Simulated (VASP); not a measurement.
# Os (I4/mmm) in VASP: notebook

Runs on Os. Level: PBE. Tasks: electric field gradients.

All numbers are computed with VASP 6.6.1; they aren't measurements. Logs are shortened: lines on timing, memory, paths and dates and some standing lists are left out, and cuts for length are marked.

## Step 1: The cell of the first run

Symmetry: I4/mmm, No. 139, tetragonal system. The conventional cell has a = 2.751 Å, b = 2.751 Å, c = 4.007 Å, α = 90.00°, β = 90.00°, γ = 90.00°. Os (site symmetry 4/mmm) has 12 Os at 2.75 to 2.79 Å within 3.6 Å.

## Step 2: Electric field gradients, PBE (zz strain of +3 %)

Input file INCAR:

```
SYSTEM = Os
ALGO = Normal ; EDIFF = 1E-8
ENCUT = 520 ; GGA = PE
ISIF = 2 ; ISMEAR = -1
LASPH = .True. ; LCHARG = .False.
LEFG = .True. ; LREAL = .False.
LWAVE = .False. ; NBANDS = 10
NELM = 60 ; PREC = Accurate
SIGMA = 0.05
```

Input file KPOINTS:

```
k-points
0
Gamma
  14 14 14
  0 0 0
```

Input file POSCAR:

```
Os
1.0
    0.0000000000      1.9450000000      2.0033500000
    1.9450000000      0.0000000000      2.0033500000
    1.9450000000      1.9450000000      0.0000000000
Os
1
Direct
    0.0000000000      0.0000000000      0.0000000000
```

Potentials or basis: VASP PAW PBE potentials, release 64 (Os).

Launch:

```
$ cat potpaw_PBE.64/Os/POTCAR > POTCAR
$ mpirun -np 1 vasp_std > vasp.out
```

OUTCAR:

```text
SYSTEM = Os
   EDIFF = 1E-8
   ENCUT = 520
   GGA = PE
   ISIF = 2
   ISMEAR = -1
   LASPH = .True.
   LREAL = .False.
   NELM = 60
   PREC = Accurate

 ion  position               nearest neighbor table
   1  0.000  0.000  0.000-

  LATTYP: Found a body centered tetragonal cell.
 ALAT       =     2.7506453788
 C/A-ratio  =     1.4566399692

  Lattice vectors:

 A1 = (  -1.9450000000,   0.0000000000,   2.0033500000)
 A2 = (   1.9450000000,   0.0000000000,   2.0033500000)
 A3 = (   0.0000000000,   1.9450000000,  -2.0033500000)

Analysis of symmetry for initial positions (statically):
=====================================================================
 Subroutine PRICEL returns:
 Original cell was already a primitive cell.

 Routine SETGRP: Setting up the symmetry group for a
 body centered tetragonal supercell.

 Subroutine GETGRP returns: Found 16 space group operations
 (whereof 16 operations were pure point group operations)
 out of a pool of 16 trial point group operations.

The static configuration has the point symmetry D_4h.

Analysis of symmetry for dynamics (positions and initial velocities):
=====================================================================
 Subroutine PRICEL returns:
 Original cell was already a primitive cell.

 Routine SETGRP: Setting up the symmetry group for a
 body centered tetragonal supercell.

 Subroutine GETGRP returns: Found 16 space group operations
 (whereof 16 operations were pure point group operations)
 out of a pool of 16 trial point group operations.

The dynamic configuration has the point symmetry D_4h.

 Subroutine INISYM returns: Found 16 space group operations
 (whereof 16 operations are pure point group operations),
 and found     1 'primitive' translations

----------------------------------------------------------------------------------------

                                     Primitive cell

  volume of cell :      15.1574

  direct lattice vectors                    reciprocal lattice vectors
     0.000000000  1.945000000  2.003350000    -0.257069409  0.257069409  0.249581950
     1.945000000  0.000000000  2.003350000     0.257069409 -0.257069409  0.249581950
     1.945000000  1.945000000  0.000000000     0.257069409  0.257069409 -0.249581950

  length of vectors
     2.792209917  2.792209917  2.750645379     0.440976770  0.440976770  0.440976770

  position of ions in fractional coordinates (direct lattice)
     0.000000000  0.000000000  0.000000000

  ion indices of the primitive-cell ions
   primitive index   ion index
                 1           1

----------------------------------------------------------------------------------------

 KPOINTS: k-points

Automatic generation of k-mesh.
 Grid dimensions read from file:
 generate k-points for:   14   14   14

 Generating k-lattice:

  Cartesian coordinates                     Fractional coordinates (reciprocal lattice)
    -0.018362101  0.018362101  0.017827282     0.071428571  0.000000000  0.000000000
     0.018362101 -0.018362101  0.017827282     0.000000000  0.071428571  0.000000000
     0.018362101  0.018362101 -0.017827282     0.000000000  0.000000000  0.071428571

  Length of vectors
     0.031498341  0.031498341  0.031498341

  Shift w.r.t. Gamma in fractional coordinates (k-lattice)
     0.000000000  0.000000000  0.000000000

 Subroutine IBZKPT returns following result:
 ===========================================

 Found    244 irreducible k-points:

 Following reciprocal coordinates:
            Coordinates               Weight
  0.000000  0.000000  0.000000      1.000000
  0.071429  0.000000  0.000000      8.000000
  0.142857  0.000000  0.000000      8.000000
  0.214286  0.000000  0.000000      8.000000
  0.285714  0.000000  0.000000      8.000000
  0.357143  0.000000  0.000000      8.000000
[... 16 lines left out ...]
  0.214286  0.142857  0.000000      8.000000
  0.285714  0.142857  0.000000      8.000000
 [... further k-points ...]
   k-points           NKPTS =    244   k-points in BZ     NKDIM =    244   number of bands    NBANDS=     10
   number of dos      NEDOS =    301   number of ions     NIONS =      1
   total plane-waves  NPLWV =  11520
   dimension x,y,z NGX =    24 NGY =   24 NGZ =   20
   dimension x,y,z NGXF=    48 NGYF=   48 NGZF=   40
   ions per type =               1
   NGX,Y,Z   is equivalent  to a cutoff of  14.29, 14.29, 12.09 a.u.
   NGXF,Y,Z  is equivalent  to a cutoff of  28.58, 28.58, 24.18 a.u.
 SYSTEM =  Os
   PREC   = accura    normal or accurate (medium, high low for compatibility)
   ISTART =      0    job   : 0-new  1-cont  2-samecut
   ICHARG =      2    charge: 1-file 2-atom 10-const
   ISPIN  =      1    spin polarized calculation?
   LNONCOLLINEAR =      F non collinear calculations
   LSORBIT =      F    spin-orbit coupling
   LASPH  =      T    aspherical Exc in radial PAW
   ENCUT  =  520.0 eV  38.22 Ry    6.18 a.u.   5.19  5.19  5.11*2*pi/ulx,y,z
   NELM   =     60;   NELMIN=  2; NELMDL= -5     # of ELM steps
   EDIFF  = 0.1E-07   stopping-criterion for ELM
   LREAL  =      F    real-space projection
   EDIFFG = 0.1E-06   stopping-criterion for IOM
   NSW    =      0    number of steps for IOM
   IBRION =     -1    ionic relax: 0-MD 1-quasi-New 2-CG
   NFREE  =      0    steps in history (QN), initial steepest desc. (CG)
   ISIF   =      2    stress and relaxation
   ISYM   =      2    0-nonsym 1-usesym 2-fastsym
   POTIM  = 0.5000    time-step for ionic-motion
   TEBEG  =    0.0;   TEEND  =   0.0 temperature during run
   PSTRESS=    0.0 pullay stress
   NELECT =       8.0000    total number of electrons
   NUPDOWN=      -1.0000    fix difference up-down
   EMIN   =  10.00;   EMAX   =-10.00  energy-range for DOS
   EFERMI =   0.00;   METHOD = LEGACY
   ISMEAR =    -1;   SIGMA  =   0.05  broadening in eV -4-tet -1-fermi 0-gaus
   EFERMI_NEDOS =   21; number of points for ismear=-14 and -15
   IALGO  =     38    algorithm
   IMIX   =      4    mixing-type and parameters
     AMIX     =   0.40;   BMIX     =  1.00
     AMIX_MAG =   1.60;   BMIX_MAG =  1.00
  volume/ion in A,a.u.               =      15.16       102.29
  Fermi-wavevector in a.u.,A,eV,Ry     =   1.323009  2.500125 23.814998  1.750353
  Thomas-Fermi vector in A             =   2.452648
   LORBIT       =      0    0 simple, 1 ext, 2 COOP (PROOUT), +10 PAW based schemes
   GGA     = PE    functional components
   LHFCALC =     F    Hartree Fock is set to
   AEXX    =    0.0000 exact exchange contribution
   IVDW    =     0    specifies the selected vdW correction
   LEPSILON=     F    determine dielectric tensor
   LRPA    =     F    only Hartree local field effects (RPA)
 non-spin polarized calculation
  energy-cutoff  :      520.00
  volume of cell :       15.16
 maximum number of plane-waves:       420
 NGX is ok and might be reduce to    24
   NGX = 11   NGY = 11   NGZ = 11

 number of electron       8.0000001 magnetization

 Free energy of the ion-electron system (eV)
  ---------------------------------------------------
  ext. energy  EPLUGINS =         0.00000000
  ---------------------------------------------------
  free energy    TOTEN  =       -11.04957903 eV

  energy without entropy =      -11.03941987  energy(sigma->0) =      -11.04449945

 E-fermi :   8.1460     XC(G=0): -13.5964

 val. band max:        8.1454223450   @ k =   0.3571   0.2857   0.0714
 cond. band min:       8.1617465920   @ k =  -0.2143   0.1429   0.0714
 fundamental gap:      0.0163242470
 Fermi energy:         8.1459626910

 k-point     1 :       0.0000    0.0000    0.0000
  band No.  band energies     occupation
      1      -1.9308      2.00000
      2       5.2559      2.00000
      3       5.6495      2.00000
      4       5.6495      2.00000
      5       7.9407      1.96754
      6       8.4478      0.00477
      7      22.4847      0.00000
      8      27.2283      0.00000
      9      28.1199      0.00000
     10      28.1199      0.00000

 k-point     2 :       0.0714    0.0000    0.0000
  band No.  band energies     occupation
      1      -1.7123      2.00000
      2       5.2599      2.00000
      3       5.6147      2.00000
      4       5.7465      2.00000
      5       7.8886      1.98844
      6       8.3707      0.02207
      7      22.8783      0.00000
      8      26.6491      0.00000
      9      27.9563      0.00000
     10      28.5016      0.00000

 k-point     3 :       0.1429    0.0000    0.0000
  band No.  band energies     occupation
      1      -1.0943      2.00000
      2       5.0723      2.00000
      3       5.7203      2.00000
      4       5.9784      2.00000
      5       7.8313      1.99631
      6       8.2263      0.33388
      7      23.8566      0.00000
      8      24.9048      0.00000
      9      28.9360      0.00000
     10      29.5882      0.00000

 k-point     4 :       0.2143    0.0000    0.0000
  band No.  band energies     occupation
      1      -0.2143      2.00000
      2       4.8678      2.00000
      3       5.8009      2.00000
      4       6.1443      2.00000
      5       8.0382      1.79236
      6       8.2703      0.15370
      7      22.9262      0.00000
      8      25.0330      0.00000
      9      30.5210      0.00000
     10      31.1891      0.00000
[... 222 lines left out ...]
 k-point    22 :       0.1429    0.1429    0.0000
  band No.  band energies     occupation
      1      -0.8520      2.00000
      2       4.4930      2.00000
      3       6.3141      2.00000
      4       6.3141      2.00000
      5       6.9775      2.00000
      6       8.7614      0.00001
      7      24.4093      0.00000
      8      26.1576      0.00000
      9      28.2228      0.00000
     10      28.2228      0.00000

 k-point    23 :       0.2143    0.1429    0.0000
  band No.  band energies     occupation
      1      -0.1838      2.00000
      2       4.1923      2.00000
      3       6.2188      2.00000
      4       6.6351      2.00000
      5       7.0885      2.00000
      6       8.9183      0.00000
      7      25.1151      0.00000
      8      25.5013      0.00000
      9      28.2430      0.00000
     10      28.6710      0.00000

 k-point    24 :       0.2857    0.1429    0.0000
  band No.  band energies     occupation
      1       0.6867      2.00000
      2       4.0461      2.00000
      3       5.6759      2.00000
      4       6.7834      2.00000
      5       7.9292      1.97417
      6       9.2368      0.00000
      7      23.2924      0.00000
      8      26.0180      0.00000
      9      28.2263      0.00000
     10      28.8019      0.00000

 [... further k-points ...]

------------------------ aborting loop because EDIFF is reached ----------------------------------------

  FORCE on cell =-STRESS in cart. coord.  units (eV):
  Direction    XX          YY          ZZ          XY          YZ          ZX
  --------------------------------------------------------------------------------------
  -------------------------------------------------------------------------------------
  Total       -1.5636567     -1.5636567     -2.3055480      0.0000000      0.0000000      0.0000000
  in kB     -165.2821463   -165.2821463   -243.7017831      0.0000000      0.0000000      0.0000000
  external PRESSURE =    -191.4220252 kB  Pullay stress =       0.0000000 kB

 VOLUME and BASIS-vectors are now :
 -----------------------------------------------------------------------------
  energy-cutoff  :      520.00
  volume of cell :       15.16
      direct lattice vectors                 reciprocal lattice vectors
     0.000000000  1.945000000  2.003350000    -0.257069409  0.257069409  0.249581950
     1.945000000  0.000000000  2.003350000     0.257069409 -0.257069409  0.249581950
     1.945000000  1.945000000  0.000000000     0.257069409  0.257069409 -0.249581950

 POSITION                                       TOTAL-FORCE (eV/Angst)
 -----------------------------------------------------------------------------------
      0.00000      0.00000      0.00000         0.000000     -0.000000      0.000000
 -----------------------------------------------------------------------------------
    total drift:                                0.000000      0.000000     -0.000000

  FREE ENERGIE OF THE ION-ELECTRON SYSTEM (eV)
  ---------------------------------------------------
  free  energy   TOTEN  =       -11.0495790334 eV

  energy  without entropy=      -11.0394198722  energy(sigma->0) =      -11.04449945

 Electric field gradients (V/A^2)
---------------------------------------------------------------------
 ion       V_xx      V_yy      V_zz      V_xy      V_xz      V_yz
---------------------------------------------------------------------
   1      -3.979    -3.979     7.958     0.000    -0.000    -0.000
---------------------------------------------------------------------

 Electric field gradients after diagonalization (V/A^2)
 (convention: |V_zz| > |V_xx| > |V_yy|)
----------------------------------------------------------------------
 ion       V_xx      V_yy      V_zz     asymmetry (V_yy - V_xx)/ V_zz
----------------------------------------------------------------------
   1      -3.979    -3.979     7.958       0.000
----------------------------------------------------------------------

           NMR quadrupolar parameters

 Cq : quadrupolar parameter    Cq=e*Q*V_zz/h
 eta: asymmetry parameters     (V_yy - V_xx)/ V_zz
 Q  : nuclear electric quadrupole moment in mb (millibarn)
----------------------------------------------------------------------
 ion       Cq(MHz)       eta       Q (mb)
----------------------------------------------------------------------
   1       0.019       0.000       1.000
----------------------------------------------------------------------
```

It took 10 s on 1 thread of Intel Xeon 6975P-C (Granite Rapids), shared host; peak memory 0.17 GiB.

Results:

* Free energy: -11.0496 eV
* Pressure: -19.1 GPa
* Band gap on the k mesh: zero (band 4 reaches 10.58 eV, above the bottom of band 5 at 6.98 eV)

Levels at points of the mesh, in eV from the Fermi level:
| k point | band 1 | band 2 | band 3 | band 4 | band 5 | band 6 | band 7 | band 8 |
| --- | --- | --- | --- | --- | --- | --- | --- | --- |
| (0.00, 0.00, 0.00) | -10.08 | -2.89 | -2.50 | -2.50 | -0.21 | 0.30 | 14.34 | 19.08 |
| (0.50, 0.00, 0.00) | -6.96 | -2.96 | -2.57 | -0.14 | 2.07 | 2.29 | 8.06 | 13.82 |
| (0.50, 0.50, 0.00) | -6.79 | -6.08 | 1.84 | 2.16 | 2.76 | 2.76 | 10.56 | 12.15 |
| (0.50, 0.00, 0.50) | -6.76 | -6.11 | 2.11 | 2.44 | 2.59 | 2.99 | 11.31 | 11.48 |

Electric field gradients, principal values (V/Å²):
```csv
atom,least,middle,greatest (by size)
1 Os,-3.979,-3.979,7.958
```

Caveat: the cell differs from its parent crystal (zz strain of +3 %); without QUAD_EFG the Cq values of the log hold for a quadrupole moment of 1 mb, not for the nuclei; spin-orbit coupling is left out, which moves the levels of the heavy elements.

[end of part 1 of 2]
